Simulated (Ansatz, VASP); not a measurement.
One calculation of ZrC, two programs

The input POSCAR:

```
ZrC
1.0
    3.4361058022      0.0000000000      0.0000000000
   -1.7180529011      2.9757555508      0.0000000000
    0.0000000000      0.0000000000      5.3596669437
Zr C
2 2
Direct
    0.3333333333      0.6666666667      0.2500000000
    0.6666666667      0.3333333333      0.7500000000
    0.0000000000      0.0000000000      0.0000000000
    0.0000000000      0.0000000000      0.5000000000
```

The input INCAR.step1:

```
SYSTEM = ZrC
ALGO = Normal
EDIFF = 1E-4
ENCUT = 520
GGA = PE
ISMEAR = 1
LASPH = .TRUE.
LCHARG = .FALSE.
LREAL = .FALSE.
LWAVE = .TRUE.
NBANDS = 24
NELM = 80
PREC = Accurate
SIGMA = 0.1
```

INCAR.step2

```
SYSTEM = ZrC
ALGO = Normal
EDIFF = 1E-6
ENCUT = 520
ISIF = 2
ISMEAR = 1
ISTART = 1
LASPH = .TRUE.
LCHARG = .TRUE.
LELF = .TRUE.
LMIXTAU = .TRUE.
LREAL = .FALSE.
LVHAR = .TRUE.
LWAVE = .FALSE.
METAGGA = R2SCAN
NBANDS = 24
NELM = 80
PREC = Accurate
SIGMA = 0.1
```

File KPOINTS:

```
k-points
0
G
  8 8 5
  0 0 0
```

Input for Ansatz:

```yaml
crystal:
  lattice:
    - [3.4361058022304394, 0.0, 0.0]
    - [-1.7180529011152197, 2.9757555507572615, 0.0]
    - [0.0, 0.0, 5.359666943657141]
  atoms:
    - { symbol: Zr, position: [0.3333333333333333, 0.6666666666666666, 0.25] }
    - { symbol: Zr, position: [0.6666666666666666, 0.3333333333333333, 0.75] }
    - { symbol: C, position: [0.0, 0.0, 0.0] }
    - { symbol: C, position: [0.0, 0.0, 0.5] }
basis:
  ecutwfc: 530.622031796766
kpoints:
  mp_grid:
    grid: [8, 8, 5]
hamiltonian:
  xc: r2scan
scf:
  occupations:
    method: cold
output:
  stress: true
```

Alike in both runs: task single point; functional r2SCAN; k mesh 8 × 8 × 5; no spin polarisation.

```csv
,VASP,Ansatz
version,VASP 6.6.1,Ansatz 0.2.0
potentials or method,"VASP PAW PBE potentials, release 64 (Zr_sv, C), cutoff 520 eV","plane waves, PAW"
occupations,"methfessel-paxton of order 1, width 0.1 eV",cold
valence electrons in the cell,32,32
```

|  | VASP | Ansatz | Ansatz less VASP |
| --- | --- | --- | --- |
| pressure (GPa) | -9.9 | -10.1 | -0.17 |
| traceless stress, the component that is largest in VASP (GPa) | 3.46 | 3.54 | +0.085 |

VASP's potentials were made for PBE, not for r2SCAN.
